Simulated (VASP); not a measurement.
Write the native input for VASP 6.6.1 that does the following.

| Item | Value |
| --- | --- |
| Task | single point |
| Functional | LDA |
| Potentials or basis | VASP PAW LDA potentials, release 64 (Ag) |
| Cutoff | 520 eV |
| k mesh | 13 × 13 × 1 |
| Occupations | fermi-dirac, width 0.05 eV |
| Spin | no spin polarisation |
| Dipole correction | yes |
| Further INCAR settings | ALGO = Normal; EDIFF = 1e-06; NBANDS = 36 |

The structure of Ag lies in POSCAR:

```
Ag
1.0
    2.8284417091      0.0000000000      0.0000000000
   -1.4142208546      2.4495023732      0.0000000000
    0.0000000000      0.0000000000     25.2377000000
Ag
5
Direct
    0.8333333333      0.1666666667      0.3170187853
    0.1666666667      0.8333333333      0.4083699060
    0.5000000000      0.5000000000      0.5000000003
    0.8333333333      0.1666666667      0.5916300942
    0.1666666667      0.8333333333      0.6829812142
```

The input as run:

INCAR

```
PREC = Accurate ; ENCUT = 520
EDIFF = 1E-6 ; ISMEAR = -1
SIGMA = 0.05 ; LREAL = F
LASPH = T ; NELM = 80
ALGO = Normal ; ISIF = 2
LWAVE = F ; LCHARG = F
LDIPOL = T ; IDIPOL = 3
DIPOL = 0.5 0.5 0.500 ; GGA = CA
NBANDS = 36
```

KPOINTS

```
regular mesh
0
Gamma
  13 13 1
```

Potentials or basis: VASP PAW LDA potentials, release 64 (Ag).

Launch:

```bash
$ cat potpaw_LDA.64/Ag/POTCAR > POTCAR
$ mpirun -np 1 vasp_std > vasp.out
```

Results of the run:

The largest force is 0.008 eV/Å and the band gap on the k mesh is zero (an odd number of electrons rules out a gap without spin polarisation).

It took 4.5 min on 1 thread of Intel Xeon 8259CL, on a shared host, peak memory 0.3 GiB.
